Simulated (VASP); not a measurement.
Be, 2 atoms in the cell. Symmetry: P6_3/mmc, No. 194, hexagonal system. The conventional cell has a = 2.286 Å, b = 2.286 Å, c = 3.587 Å, α = 90.00°, β = 90.00°, γ = 120.00°. Be (site symmetry -6m2) has 12 Be at 2.23 to 2.29 Å within 2.9 Å. 

```yaml
Program: VASP 6.6.1
Task: single point
Functional: RPBE
Potentials_or_basis: VASP PAW PBE potentials, release 64 (Be)
Cutoff: 520 eV
k_mesh: 26 × 26 × 14
Occupations: fermi-dirac, width 0.1 eV
Spin: no spin polarisation
Dipole_correction: no
Further_INCAR_settings: ALGO = Normal; EDIFF = 1e-06; NBANDS = 9
```

Potentials or basis: VASP PAW PBE potentials, release 64 (Be).

Command:

```bash
$ cat potpaw_PBE.64/Be/POTCAR > POTCAR
$ mpirun -np 1 vasp_std > vasp.out
```

Hardware: 1 thread of Intel Xeon 6975P-C, with other jobs on the host.

Question: How long does it take, and how much memory?

Answer: It took 36 s on 1 thread of Intel Xeon 6975P-C, with other jobs on the host, peak memory 0.18 GiB. Counts: scf iterations 10, k points 560.
